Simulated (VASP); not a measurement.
AlH6:

```xyz
7
Lattice="4.0060 0.0000 0.0000 -2.0030 3.4693 0.0000 0.0000 0.0000 3.7787" Properties=species:S:1:pos:R:3 pbc="T T T"
Al    0.0000    0.0000    1.6698
H     0.5787    1.9788    1.4348
H     0.0000    2.9812    1.4348
H    -0.5787    1.9788    1.4348
H     0.0000    0.0000    2.9531
H     0.0000    2.3129    3.2476
H     0.0000    2.3129    0.5416
```

| Quantity | Value |
| --- | --- |
| Program | VASP 6.6.1 |
| Task | relaxation of cell and atoms |
| Functional | PBE |
| Potentials or basis | VASP PAW PBE potentials, release 64 (Al, H) |
| Cutoff | 600 eV |
| k mesh | 6 × 6 × 4 |
| Occupations | gaussian, width 0.1 eV |
| Spin | no spin polarisation |

At the start: pressure 12.6 GPa; volume 7.50 Å³/atom.

Problem. Where does the relaxation end?

Solution. Over 31 steps the energy falls by 610.7 meV/atom and the volume is 6.78 Å³/atom (-9.7 %); space group P-6m2 (No. 187, to 0.05 Å).

The path:
```csv
step,energy change (eV),largest force (eV/Å),pressure (GPa),volume (Å³)
1,0.0000,8.3477,12.62,52.52
2,-3.4237,2.2886,-2.43,57.05
3,-3.4112,1.1042,-2.98,56.69
4,-3.4242,1.9697,-2.59,56.96
5,-3.5435,2.5606,-4.93,56.02
6,-3.5481,2.1653,-4.58,56.19
7,-3.6731,1.9039,-4.29,55.23
8,-3.9563,1.1791,-2.67,52.40
9,-4.1099,0.8889,4.02,47.02
10,-4.1251,0.6446,2.01,48.25
11,-4.1551,0.3866,1.22,48.56
12,-4.1783,0.5793,-0.19,49.26
13,-4.1915,0.3755,-1.42,49.48
14,-4.1915,0.3491,-1.38,49.48
15,-4.2106,0.2886,-1.45,49.39
16,-4.2475,0.1576,-1.52,49.12
17,-4.2200,0.6147,-0.76,48.44
18,-4.2534,0.2128,-1.38,48.91
19,-4.2613,0.3076,-1.20,48.35
20,-4.2619,0.4363,-1.11,48.15
21,-4.2671,0.1629,-0.40,47.70
22,-4.2677,0.0643,-0.03,47.48
23,-4.2688,0.0628,0.00,47.44
24,-4.2709,0.1536,0.08,47.32
25,-4.2702,0.3390,0.29,47.08
26,-4.2714,0.2273,0.16,47.22
27,-4.2722,0.1270,0.28,47.20
28,-4.2726,0.0604,0.46,47.17
29,-4.2729,0.0546,0.42,47.20
30,-4.2737,0.0482,0.31,47.28
31,-4.2746,0.0371,0.09,47.44
```

Final structure:
```
Al H
1.0
     3.83942    0.00000    0.00000
    -1.91971    3.32503    0.00000
     0.00000    0.00000    3.71637
Al H
1 6
Direct
  0.00000 0.00000 0.40862
  0.51420 0.48580 0.40973
  0.51420 0.02840 0.40973
  0.97160 0.48580 0.40973
  0.00000 0.00000 0.90871
  0.33333 0.66667 0.80835
  0.33333 0.66667 0.01046
```

Caveat: the k points lie up to 0.42 Å⁻¹ apart in the final cell.
